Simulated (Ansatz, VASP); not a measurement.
## Two plane-wave programs on SrTiO

```
CELL_PARAMETERS angstrom
5.05317 0.00000 0.00000
0.00000 5.05317 0.00000
0.00000 0.00000 4.43549
ATOMIC_POSITIONS crystal
Sr 0.50000 0.50000 0.00000
Ti 0.00000 0.00000 0.00000
O 0.50000 0.50000 0.50000
```

Change from the starting cell: species swapped into the HoCoC type (P4/mmm, No. 123).

Alike in both runs: functional PBE; k mesh 6 × 6 × 6; occupations gaussian, width 0.1 eV; collinear spin.

Ansatz relaxed the structure, and its values are those at the end. VASP's run is a single point on that final structure, the one shown.

```csv
,VASP,Ansatz
version,VASP 6.6.1,Ansatz 0.2.0
potentials or method,"VASP PAW PBE potentials, release 64 (Sr_sv, Ti_sv, O), cutoff 520 eV","scalar-relativistic, plane waves, PAW"
valence electrons in the cell,28,28
```

Ansatz gave:

| Property | Result |
| --- | --- |
| gap on the k mesh at the Fermi level (eV) | none |
| pressure (GPa) | 0.1 |
| net moment per atom (μB) | 1.05 |
| size of the moment on the site where the two differ most (μB) | 2.38 |

Task: Which values does VASP return?

Result: gap on the k mesh at the Fermi level (eV): none; pressure (GPa): -0.2; net moment per atom (μB): 0.05; size of the moment on the site where the two differ most (μB): 0.00.

The net moments are unlike, so the other rows may belong to different states. Site moments also hang on the region over which each program counts them. A gap of «none» marks a metal or a gap that the smearing closes.
